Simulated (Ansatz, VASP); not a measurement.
# One calculation of SnSe, two programs

Contents of INCAR:

```
PREC = Accurate ; ENCUT = 520
EDIFF = 1E-7 ; ISMEAR = 0
SIGMA = 0.02 ; LREAL = False
LASPH = True ; NELM = 60
ALGO = Normal ; ISIF = 2
LWAVE = False ; LCHARG = True
GGA = CA ; LELF = True
LVHAR = True ; NBANDS = 17
```

KPOINTS

```
regular mesh
0
Gamma
  8 8 8
```

The input POSCAR:

```
SnSe
1.0
    0.0000000000      2.9758243971      2.9758243971
    2.9758243971      0.0000000000      2.9758243971
    2.9758243971      2.9758243971      0.0000000000
Sn Se
1 1
Direct
    0.0000000000      0.0000000000      0.0000000000
    0.5000000000      0.5000000000      0.5000000000
```

Input for Ansatz:

```yaml
crystal:
  lattice:
    - [0.0, 2.9758243971, 2.9758243971]
    - [2.9758243971, 0.0, 2.9758243971]
    - [2.9758243971, 2.9758243971, 0.0]
  atoms:
    - { symbol: Sn, position: [0.0, 0.0, 0.0] }
    - { symbol: Se, position: [0.5, 0.5, 0.5] }
basis:
  ecutwfc: 420
kpoints:
  mp_grid: { grid: [8, 8, 8] }
hamiltonian:
  xc: lda
scf:
  occupations: { method: gaussian, width: 0.02 }
output:
  forces: true
  stress: true
  eigenvalues: true
```

Alike in both runs: task single point; functional LDA; k mesh 8 × 8 × 8; occupations gaussian, width 0.02 eV; no spin polarisation.

```csv
,VASP,Ansatz
version,VASP 6.6.1,Ansatz 0.2.0
potentials or method,"VASP PAW LDA potentials, release 64 (Sn_d, Se), cutoff 520 eV","scalar-relativistic, plane waves, PAW"
valence electrons in the cell,20,30
```

Ansatz gave:

- gap on the k mesh at the Fermi level (eV): 0.74
- least direct gap on the mesh (eV): 0.76
- pressure (GPa): -1.7

Task: Which values does VASP return?

Result: gap on the k mesh at the Fermi level (eV): 0.74; least direct gap on the mesh (eV): 0.78; pressure (GPa): -1.6.

LDA's correlation is that of Perdew and Zunger in VASP and of Perdew and Wang (1992) in Ansatz. VASP's potentials hold 20 valence electrons a cell and Ansatz's 30, so a difference there can come from the potentials and not from the codes.
